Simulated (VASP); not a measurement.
# Te2Mo in VASP: notebook

Aim: see how the results for Te2Mo move with the level of theory and the settings. Levels: BLYP+D3(BJ), BLYP+D4, LDA. Tasks: single point.

All numbers are computed with VASP 6.6.1; they aren't measurements. Logs are shortened: lines on timing, memory, paths and dates and some standing lists are left out, and cuts for length are marked.

## 1. The cell of the first run

The cell holds a slab with vacuum, 12 atoms: a = 3.540 Å, b = 3.540 Å, c = 36.622 Å, α = 90.00°, β = 90.00°, γ = 120.00°.

## 2. Single point, BLYP+D3(BJ)

INCAR reads:

```
PREC = Accurate
ENCUT = 520
EDIFF = 1E-7
ISMEAR = -1
SIGMA = 0.05
LREAL = False
LASPH = True
NELM = 60
ALGO = Normal
ISIF = 2
LWAVE = False
LCHARG = True
GGA = B5
ALDAX = 1.0
AGGAX = 1.0
AGGAC = 1.0
ALDAC = 0.0
IVDW = 12
VDW_S6 = 1.0
VDW_S8 = 2.6996
VDW_A1 = 0.4298
VDW_A2 = 4.2359
LELF = True
LVHAR = True
NBANDS = 64
```

KPOINTS reads:

```
regular mesh
0
Gamma
  9 9 1
```

POSCAR reads:

```
Te2Mo
1.0
    3.5395246605      0.0000000000      0.0000000000
   -1.7697623303      3.0653182733      0.0000000000
    0.0000000000      0.0000000000     36.6223650690
Te Mo
8 4
Direct
    0.3333333333      0.6666666667      0.3267115571
    0.3333333333      0.6666666667      0.9572041364
    0.6666666667      0.3333333333      0.1417645478
    0.6666666667      0.3333333333      0.7725524865
    0.6666666667      0.3333333333      0.0427958636
    0.6666666667      0.3333333333      0.6732884429
    0.3333333333      0.6666666667      0.2274475135
    0.3333333333      0.6666666667      0.8582354522
    0.6666666667      0.3333333333      0.2770130938
    0.6666666667      0.3333333333      0.9077197292
    0.3333333333      0.6666666667      0.0922802708
    0.3333333333      0.6666666667      0.7229869062
```

Potentials or basis: VASP PAW PBE potentials, release 64 (Te, Mo_sv).

Started as:

```sh
$ cat potpaw_PBE.64/Te/POTCAR potpaw_PBE.64/Mo_sv/POTCAR > POTCAR
$ mpirun -np 1 vasp_std > vasp.out
```

OUTCAR:

```text
PREC = Accurate
   ENCUT = 520
   EDIFF = 1E-7
   ISMEAR = -1
   LREAL = False
   LASPH = True
   NELM = 60
   ISIF = 2
   GGA = B5
   IVDW = 12
 IVDW          = 12

 ion  position               nearest neighbor table
   1  0.333  0.667  0.327-   9 2.74   9 2.74   9 2.74   7 3.64
   2  0.333  0.667  0.957-  10 2.73  10 2.73  10 2.73   8 3.62
   3  0.667  0.333  0.142-  11 2.73  11 2.73  11 2.73   5 3.62
   4  0.667  0.333  0.773-  12 2.73  12 2.73  12 2.73   6 3.64
   5  0.667  0.333  0.043-  11 2.73  11 2.73  11 2.73   3 3.62
   6  0.667  0.333  0.673-  12 2.74  12 2.74  12 2.74   4 3.64
   7  0.333  0.667  0.227-   9 2.73   9 2.73   9 2.73   1 3.64
   8  0.333  0.667  0.858-  10 2.73  10 2.73  10 2.73   2 3.62
   9  0.667  0.333  0.277-   7 2.73   7 2.73   7 2.73   1 2.74   1 2.74   1 2.74
  10  0.667  0.333  0.908-   8 2.73   8 2.73   8 2.73   2 2.73   2 2.73   2 2.73
  11  0.333  0.667  0.092-   3 2.73   3 2.73   3 2.73   5 2.73   5 2.73   5 2.73
  12  0.333  0.667  0.723-   4 2.73   4 2.73   4 2.73   6 2.74   6 2.74   6 2.74

  LATTYP: Found a hexagonal cell.
 ALAT       =     3.5395246605
 C/A-ratio  =    10.3466901863

  Lattice vectors:

 A1 = (   3.5395246605,   0.0000000000,   0.0000000000)
 A2 = (  -1.7697623303,   3.0653182733,   0.0000000000)
 A3 = (   0.0000000000,   0.0000000000,  36.6223650690)

Analysis of symmetry for initial positions (statically):
=====================================================================
 Subroutine PRICEL returns:
 Original cell was already a primitive cell.

 Routine SETGRP: Setting up the symmetry group for a
 hexagonal supercell.

 Subroutine GETGRP returns: Found 12 space group operations
 (whereof 12 operations were pure point group operations)
 out of a pool of 24 trial point group operations.

The static configuration has the point symmetry D_3d.

Analysis of symmetry for dynamics (positions and initial velocities):
=====================================================================
 Subroutine PRICEL returns:
 Original cell was already a primitive cell.

 Routine SETGRP: Setting up the symmetry group for a
 hexagonal supercell.

 Subroutine GETGRP returns: Found 12 space group operations
 (whereof 12 operations were pure point group operations)
 out of a pool of 24 trial point group operations.

The dynamic configuration has the point symmetry D_3d.

 Subroutine INISYM returns: Found 12 space group operations
 (whereof 12 operations are pure point group operations),
 and found     1 'primitive' translations

----------------------------------------------------------------------------------------

                                     Primitive cell

  volume of cell :     397.3442

  direct lattice vectors                    reciprocal lattice vectors
     3.539524661  0.000000000  0.000000000     0.282523812  0.163115199  0.000000000
    -1.769762330  3.065318273  0.000000000     0.000000000  0.326230398  0.000000000
     0.000000000  0.000000000 36.622365069     0.000000000  0.000000000  0.027305719

  length of vectors
     3.539524661  3.539524661 36.622365069     0.326230398  0.326230398  0.027305719

  position of ions in fractional coordinates (direct lattice)
     0.333333333  0.666666667  0.326711557
     0.333333333  0.666666667  0.957204136
     0.666666667  0.333333333  0.141764548
     0.666666667  0.333333333  0.772552486
     0.666666667  0.333333333  0.042795864
     0.666666667  0.333333333  0.673288443
     0.333333333  0.666666667  0.227447514
     0.333333333  0.666666667  0.858235452
     0.666666667  0.333333333  0.277013094
     0.666666667  0.333333333  0.907719729
     0.333333333  0.666666667  0.092280271
     0.333333333  0.666666667  0.722986906

  ion indices of the primitive-cell ions
   primitive index   ion index
                 1           1
                 2           2
                 3           3
                 4           4
                 5           5
                 6           6
                 7           7
                 8           8
                 9           9
                10          10
                11          11
                12          12

----------------------------------------------------------------------------------------

 KPOINTS: regular mesh

Automatic generation of k-mesh.
 Grid dimensions read from file:
 generate k-points for:    9    9    1

 Generating k-lattice:

  Cartesian coordinates                     Fractional coordinates (reciprocal lattice)
     0.031391535  0.018123911  0.000000000     0.111111111  0.000000000  0.000000000
     0.000000000  0.036247822  0.000000000     0.000000000  0.111111111  0.000000000
     0.000000000  0.000000000  0.027305719     0.000000000  0.000000000  1.000000000

  Length of vectors
     0.036247822  0.036247822  0.027305719

  Shift w.r.t. Gamma in fractional coordinates (k-lattice)
     0.000000000  0.000000000  0.000000000

 Subroutine IBZKPT returns following result:
 ===========================================

 Found     12 irreducible k-points:

 Following reciprocal coordinates:
            Coordinates               Weight
  0.000000  0.000000  0.000000      1.000000
  0.111111 -0.000000  0.000000      6.000000
  0.222222  0.000000  0.000000      6.000000
  0.333333  0.000000  0.000000      6.000000
  0.444444  0.000000  0.000000      6.000000
  0.111111  0.111111  0.000000      6.000000
  0.222222  0.111111  0.000000     12.000000
  0.333333  0.111111  0.000000     12.000000
  0.444444  0.111111  0.000000      6.000000
  0.222222  0.222222  0.000000      6.000000
  0.333333  0.222222  0.000000     12.000000
  0.333333  0.333333  0.000000      2.000000
   k-points           NKPTS =     12   k-points in BZ     NKDIM =     12   number of bands    NBANDS=     64
   number of dos      NEDOS =    301   number of ions     NIONS =     12
   total plane-waves  NPLWV = 219520
   dimension x,y,z NGX =    28 NGY =   28 NGZ =  280
   dimension x,y,z NGXF=    56 NGYF=   56 NGZF=  560
   ions per type =               8   4
   NGX,Y,Z   is equivalent  to a cutoff of  13.15, 13.15, 12.71 a.u.
   NGXF,Y,Z  is equivalent  to a cutoff of  26.30, 26.30, 25.42 a.u.
 SYSTEM =  unknown system
   PREC   = accura    normal or accurate (medium, high low for compatibility)
   ISTART =      0    job   : 0-new  1-cont  2-samecut
   ICHARG =      2    charge: 1-file 2-atom 10-const
   ISPIN  =      1    spin polarized calculation?
   LNONCOLLINEAR =      F non collinear calculations
   LSORBIT =      F    spin-orbit coupling
   LASPH  =      T    aspherical Exc in radial PAW
   ENCUT  =  520.0 eV  38.22 Ry    6.18 a.u.   6.58  6.58 68.09*2*pi/ulx,y,z
   NELM   =     60;   NELMIN=  2; NELMDL= -5     # of ELM steps
   EDIFF  = 0.1E-06   stopping-criterion for ELM
   LREAL  =      F    real-space projection
   EDIFFG = 0.1E-05   stopping-criterion for IOM
   NSW    =      0    number of steps for IOM
   IBRION =     -1    ionic relax: 0-MD 1-quasi-New 2-CG
   NFREE  =      0    steps in history (QN), initial steepest desc. (CG)
   ISIF   =      2    stress and relaxation
   ISYM   =      2    0-nonsym 1-usesym 2-fastsym
   POTIM  = 0.5000    time-step for ionic-motion
   TEBEG  =    0.0;   TEEND  =   0.0 temperature during run
   PSTRESS=    0.0 pullay stress
   NELECT =     104.0000    total number of electrons
   NUPDOWN=      -1.0000    fix difference up-down
   EMIN   =  10.00;   EMAX   =-10.00  energy-range for DOS
   EFERMI =   0.00;   METHOD = LEGACY
   ISMEAR =    -1;   SIGMA  =   0.05  broadening in eV -4-tet -1-fermi 0-gaus
   EFERMI_NEDOS =   21; number of points for ismear=-14 and -15
   IALGO  =     38    algorithm
   IMIX   =      4    mixing-type and parameters
     AMIX     =   0.40;   BMIX     =  1.00
     AMIX_MAG =   1.60;   BMIX_MAG =  1.00
  volume/ion in A,a.u.               =      33.11       223.45
  Fermi-wavevector in a.u.,A,eV,Ry     =   1.047202  1.978924 14.920574  1.096631
  Thomas-Fermi vector in A             =   2.182072
   LORBIT       =      0    0 simple, 1 ext, 2 COOP (PROOUT), +10 PAW based schemes
   GGA     = B5    functional components
   LHFCALC =     F    Hartree Fock is set to
   AEXX    =    0.0000 exact exchange contribution
   IVDW    =    12    specifies the selected vdW correction
   LEPSILON=     F    determine dielectric tensor
   LRPA    =     F    only Hartree local field effects (RPA)
 non-spin polarized calculation
  energy-cutoff  :      520.00
  volume of cell :      397.34
 maximum number of plane-waves:     10817
 NGX is ok and might be reduce to    28
   NGX = 13   NGY = 13   NGZ =137

 number of electron     104.0000002 magnetization

 Free energy of the ion-electron system (eV)
  ---------------------------------------------------
  ext. energy  EPLUGINS =         0.00000000
  ---------------------------------------------------
  free energy    TOTEN  =       -60.18273264 eV

  energy without entropy =      -60.18255421  energy(sigma->0) =      -60.18264342

 E-fermi :   5.8743     XC(G=0):  -7.6571

 val. band max:        5.5671315634   @ k =   0.0000   0.0000   0.0000
 cond. band min:       6.2292677998   @ k =   0.2222   0.2222   0.0000
 fundamental gap:      0.6621362364
 Fermi energy:         5.8743218607

 k-point     1 :       0.0000    0.0000    0.0000
  band No.  band energies     occupation
      1     -55.2336      2.00000
      2     -55.2336      2.00000
      3     -55.2316      2.00000
      4     -55.2316      2.00000
      5     -29.5116      2.00000
      6     -29.5116      2.00000
[... 56 lines left out ...]
     63       8.4830      0.00000
     64       8.4831      0.00000

 k-point     2 :       0.1111   -0.0000    0.0000
  band No.  band energies     occupation
      1     -55.2325      2.00000
      2     -55.2325      2.00000
      3     -55.2305      2.00000
      4     -55.2305      2.00000
      5     -29.5085      2.00000
      6     -29.5085      2.00000
[... 56 lines left out ...]
     63       8.0967      0.00000
     64       8.2922      0.00000

 k-point     3 :       0.2222    0.0000    0.0000
  band No.  band energies     occupation
      1     -55.2298      2.00000
      2     -55.2298      2.00000
      3     -55.2279      2.00000
      4     -55.2279      2.00000
      5     -29.5007      2.00000
      6     -29.5007      2.00000
[... 592 lines left out ...]
     63       7.5567      0.00000
     64       7.7728      0.00000

 k-point    12 :       0.3333    0.3333    0.0000
  band No.  band energies     occupation
      1     -55.2234      2.00000
      2     -55.2234      2.00000
      3     -55.2215      2.00000
      4     -55.2215      2.00000
      5     -29.4968      2.00000
      6     -29.4968      2.00000
[... 56 lines left out ...]
     63       7.6948      0.00000
     64       7.6948      0.00000

------------------------ aborting loop because EDIFF is reached ----------------------------------------

 Edisp (eV)  -14.41200

 E6    (eV) :    -3.4813

 E8    (eV) :   -10.9307

  FORCE on cell =-STRESS in cart. coord.  units (eV):
  Direction    XX          YY          ZZ          XY          YZ          ZX
  --------------------------------------------------------------------------------------
  -------------------------------------------------------------------------------------
  Total       0.57343     0.57343     0.88253    -0.00000    -0.00000    -0.00000
  in kB       2.31220     2.31220     3.55856    -0.00000    -0.00000    -0.00000
  external pressure =        2.73 kB  Pullay stress =        0.00 kB

 VOLUME and BASIS-vectors are now :
 -----------------------------------------------------------------------------
  energy-cutoff  :      520.00
  volume of cell :      397.34
      direct lattice vectors                 reciprocal lattice vectors
     3.539524661  0.000000000  0.000000000     0.282523812  0.163115199  0.000000000
    -1.769762330  3.065318273  0.000000000     0.000000000  0.326230398  0.000000000
     0.000000000  0.000000000 36.622365069     0.000000000  0.000000000  0.027305719

 POSITION                                       TOTAL-FORCE (eV/Angst)
 -----------------------------------------------------------------------------------
     -0.00000      2.04355     11.96495         0.000000     -0.000000      0.062456
     -0.00000      2.04355     35.05508         0.000000      0.000000      0.058115
      1.76976      1.02177      5.19175        -0.000000      0.000000      0.059419
      1.76976      1.02177     28.29270         0.000000      0.000000      0.057609
      1.76976      1.02177      1.56729         0.000000     -0.000000     -0.058115
      1.76976      1.02177     24.65742         0.000000      0.000000     -0.062456
     -0.00000      2.04355      8.32967         0.000000      0.000000     -0.057609
     -0.00000      2.04355     31.43061         0.000000     -0.000000     -0.059419
      1.76976      1.02177     10.14487         0.000000      0.000000      0.002839
      1.76976      1.02177     33.24284         0.000000      0.000000     -0.000802
     -0.00000      2.04355      3.37952        -0.000000      0.000000      0.000802
     -0.00000      2.04355     26.47749        -0.000000      0.000000     -0.002839
 -----------------------------------------------------------------------------------
    total drift:                                0.000000     -0.000000     -0.000000

  FREE ENERGIE OF THE ION-ELECTRON SYSTEM (eV)
  ---------------------------------------------------
  free  energy   TOTEN  =       -74.5947346027 eV

  energy  without entropy=      -74.5945561717  energy(sigma->0) =      -74.59464539
```

Wall time 13 min (1 thread of Intel Xeon 6975P-C (Granite Rapids), shared host); peak memory 0.63 GiB.

What came out:

```yaml
Free_energy: -74.5947 eV
Largest_force: 0.062 eV/Å
Band_gap_on_the_k_mesh: 0.66 eV (least direct gap 1.01 eV)
Dispersion_energy_per_atom: -1.201 eV
```

Forces in eV/Å, atoms in the order of the input:
```
Te   0.000  0.000  0.062
Te   0.000  0.000  0.058
Te   0.000  0.000  0.059
Te   0.000  0.000  0.058
Te   0.000  0.000 -0.058
Te   0.000  0.000 -0.062
Te   0.000  0.000 -0.058
Te   0.000  0.000 -0.059
Mo   0.000  0.000  0.003
Mo   0.000  0.000 -0.001
Mo   0.000  0.000  0.001
Mo   0.000  0.000 -0.003
```

Caveat: the dispersion term is far too large for a dense solid, which distorts pressure and volume; there is no dipole correction, which matters where the two faces differ; semilocal functionals underestimate gaps, and a narrow one can read as zero; the PAW data sets were made with another functional, which shifts forces and pressure a little; spin-orbit coupling is left out, which moves the levels of the heavy elements.

(Part 1 of 2 ends here.)
